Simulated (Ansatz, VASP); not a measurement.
## MgSI: VASP beside Ansatz

```
Mg S I
1.0
     4.23888    0.00000    0.00000
    -2.11944    3.67098    0.00000
     0.00000    0.00000    5.28083
Mg S I
1 1 1
Direct
  0.33333 0.66667 0.50000
  0.66667 0.33333 0.50000
  0.00000 0.00000 0.00000
```

Change from the starting cell: species swapped into the NdAlSi type (P-6m2, No. 187).

Alike in both runs: functional PBE; k mesh 6 × 6 × 4; occupations gaussian, width 0.1 eV; no spin polarisation.

Ansatz relaxed the structure, and its values are those at the end. VASP's run is a single point on that final structure, the one shown.

```csv
,VASP,Ansatz
version,VASP 6.6.1,Ansatz 0.2.0
potentials or method,"VASP PAW PBE potentials, release 64 (Mg, S, I), cutoff 520 eV","scalar-relativistic, plane waves, PAW"
valence electrons in the cell,15,33
```

Ansatz gave:

| Quantity | Value |
| --- | --- |
| gap on the k mesh at the Fermi level (eV) | none |
| pressure (GPa) | -0.1 |

Question: Which values does VASP return?

Answer: gap on the k mesh at the Fermi level (eV): none; pressure (GPa): -0.2.

A gap of «none» marks a metal or a gap that the smearing closes. VASP's potentials hold 15 valence electrons a cell and Ansatz's 33, so a difference there can come from the potentials and not from the codes.

Neither program's run includes spin-orbit coupling.
